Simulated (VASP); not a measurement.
Input of a VASP 6.6.1 run:

Contents of INCAR:

```
PREC     = Accurate       # precision mode
ENCUT    = 520            # plane-wave cutoff, eV
EDIFF    = 1E-6           # SCF threshold, eV
ISMEAR   = 0              # smearing method
SIGMA    = 0.1            # smearing width, eV
LREAL    = F              # projectors in reciprocal space
LASPH    = T              # aspherical terms in the spheres
NELM     = 100            # most SCF steps
ALGO     = Normal         # electronic algorithm
ISIF     = 2              # what is computed and relaxed
LWAVE    = F              # write WAVECAR
LCHARG   = T              # write CHGCAR
GGA      = PS             # functional
LELF     = T              # ELF
LVHAR    = T            
NBANDS   = 32             # bands
```

File KPOINTS:

```
regular mesh
0
Gamma
  9 9 4
```

File POSCAR:

```
W3N
1.0
    2.9359277040      0.0000000000      0.0000000000
   -1.4679638521      2.5425879754      0.0000000000
    0.0000000000      0.0000000000      7.2851881508
W N
3 1
Direct
    0.0000000000      0.0000000000      0.5000000000
    0.3333333300      0.6666666700      0.1739300000
    0.6666666700      0.3333333300      0.8260700000
    0.0000000000      0.0000000000      0.0000000000
```

Potentials or basis: VASP PAW PBE potentials, release 64 (W_sv, N).

Command:

```sh
$ cat potpaw_PBE.64/W_sv/POTCAR potpaw_PBE.64/N/POTCAR > POTCAR
$ mpirun -np 1 vasp_std > vasp.out
```

Task: Estimate the pressure.

Result: -10.2 GPa.

Task: Estimate the largest force.

Result: 2.129 eV/Å.

Forces in eV/Å, atoms in the order of the input:
```
W    0.000  0.000  0.000
W    0.000  0.000  2.129
W    0.000  0.000 -2.129
N    0.000  0.000  0.000
```

Caveat: the cell differs from its parent crystal (Ta replaced by W, lengths x 0.975, strained); the PAW data sets were made with another functional, which shifts forces and pressure a little.
